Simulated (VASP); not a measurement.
Si2Mo, 9 atoms in the cell. It takes space group P6_222 (No. 180, hexagonal). The conventional cell has a = 4.585 Å, b = 4.585 Å, c = 6.580 Å, α = 90.00°, β = 90.00°, γ = 120.00°. Within 3.4 Å of Mo (site symmetry 222) lie 10 Si at 2.57 to 2.67 Å and 4 Mo at 3.17 Å. Si (site symmetry 2) has 9 Si at 2.55 to 3.20 Å and 5 Mo at 2.57 to 2.67 Å within 3.4 Å. 

| Property | Result |
| --- | --- |
| Program | VASP 6.6.1 |
| Task | relaxation of cell and atoms |
| Functional | PBEsol |
| Potentials or basis | VASP PAW PBE potentials, release 64 (Mo_sv, Si) |
| Cutoff | 600 eV |
| k mesh | 5 × 5 × 3 |
| Occupations | fermi-dirac, width 0.05 eV |
| Spin | no spin polarisation |
| Hubbard terms | Mo d U = 4.0 eV |
| Dipole correction | no |
| Further INCAR settings | ALGO = Normal; EDIFF = 1e-06; IBRION = 2; EDIFFG = -0.01; NSW = 60; ISIF = 3 |

Potentials or basis: VASP PAW PBE potentials, release 64 (Mo_sv, Si).

Run with:

```sh
$ cat potpaw_PBE.64/Mo_sv/POTCAR potpaw_PBE.64/Si/POTCAR > POTCAR
$ mpirun -np 1 vasp_std > vasp.out
```

Hardware: 1 thread of Intel(R) Xeon(R) 6975P-C (Granite Rapids) (shared host).

Estimate the wall time of this run.

Wall time 2.1 min on 1 thread of Intel(R) Xeon(R) 6975P-C (Granite Rapids) (shared host), peak memory 0.3 GiB. Counts: scf iterations 36, k points 10, ion steps 4.
